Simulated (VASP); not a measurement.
Wanted: the native input for a VASP 6.6.1 run.

```yaml
Task: single point
Functional: PBE
Potentials_or_basis: VASP PAW PBE potentials, release 64 (C)
Cutoff: 600 eV
k_mesh: 12 × 12 × 12
Occupations: gaussian, width 0.02 eV
Spin: no spin polarisation
Dipole_correction: no
Further_INCAR_settings: ALGO = Normal; EDIFF = 1e-06; NBANDS = 11
```

The structure of C lies in POSCAR:

```
C
1.0
    0.0000000000      1.7857952420      1.7857952420
    1.7857952420      0.0000000000      1.7857952420
    1.7857952420      1.7857952420      0.0000000000
C
2
Direct
    0.0000000000      0.0000000000      0.0000000000
    0.2500000000      0.2500000000      0.2500000000
```

These files were run (other wordings do the same):

INCAR

```
SYSTEM = C
  ALGO = Normal
  EDIFF = 1E-6
  ENCUT = 600
  GGA = PE
  GGA_COMPAT = .FALSE.
  ISIF = 2
  ISMEAR = 0
  LASPH = .TRUE.
  LCHARG = .TRUE.
  LELF = .TRUE.
  LREAL = .FALSE.
  LVHAR = .TRUE.
  LWAVE = .FALSE.
  NBANDS = 11
  NELM = 120
  PREC = Accurate
  SIGMA = 0.02
```

KPOINTS

```
k-points
0
G
  12 12 12
  0 0 0
```

Potentials or basis: VASP PAW PBE potentials, release 64 (C).

The run is started by

```bash
$ cat potpaw_PBE.64/C/POTCAR > POTCAR
$ mpirun -np 1 vasp_std > vasp.out
```

Results of the run:

```json
{
  "Pressure": "0.0 GPa",
  "Band gap on the k mesh": "4.14 eV (least direct gap 5.58 eV)"
}
```

It took 5.7 s on 1 thread of AMD EPYC 9R45 96-Core Processor (Zen 5), on a shared host, peak memory 0.09 GiB.
